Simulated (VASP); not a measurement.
Wanted: the native input for a VASP 6.6.1 run.

| Property | Result |
| --- | --- |
| Task | single point |
| Functional | PBEsol |
| Potentials or basis | VASP PAW PBE potentials, release 64 (Sc_sv) |
| Cutoff | 520 eV |
| k mesh | 18 × 18 × 18 |
| Occupations | gaussian, width 0.1 eV |
| Spin | no spin polarisation |
| Dipole correction | no |
| Further INCAR settings | ALGO = Normal; EDIFF = 1e-06; NBANDS = 12 |

The structure of Sc lies in POSCAR:

```
Sc
1.0
    2.5912040215      0.0455545754      0.0096325491
    1.2560460827      2.2668620772      0.0138147658
    1.2747950053      0.7622403697      2.1238546426
Sc
1
Direct
    0.0000000000      0.0000000000      0.0000000000
```

These files were run (other wordings do the same):

INCAR

```
ALGO     = Normal         # electronic algorithm
EDIFF    = 1E-6           # SCF threshold, eV
ENCUT    = 520            # plane-wave cutoff, eV
GGA      = PS             # functional
ISIF     = 2              # what is computed and relaxed
ISMEAR   = 0              # smearing method
LASPH    = T              # aspherical terms in the spheres
LCHARG   = F              # write CHGCAR
LREAL    = F              # projectors in reciprocal space
LWAVE    = F              # write WAVECAR
NBANDS   = 12             # bands
NELM     = 60             # most SCF steps
PREC     = Accurate       # precision mode
SIGMA    = 0.1            # smearing width, eV
```

KPOINTS

```
k-points
0
Gamma
  18 18 18
```

Potentials or basis: VASP PAW PBE potentials, release 64 (Sc_sv).

The run is started by

```bash
$ cat potpaw_PBE.64/Sc_sv/POTCAR > POTCAR
$ mpirun -np 1 vasp_std > vasp.out
```

Results of the run:

```yaml
Pressure: 91.2 GPa
```

Caveat: the PAW data sets were made with another functional, which shifts forces and pressure a little.

It took 43 s on 1 thread of Intel(R) Xeon(R) Platinum 8259CL CPU @ 2.50GHz (Skylake/Cascade Lake) (shared host), peak memory 0.18 GiB.
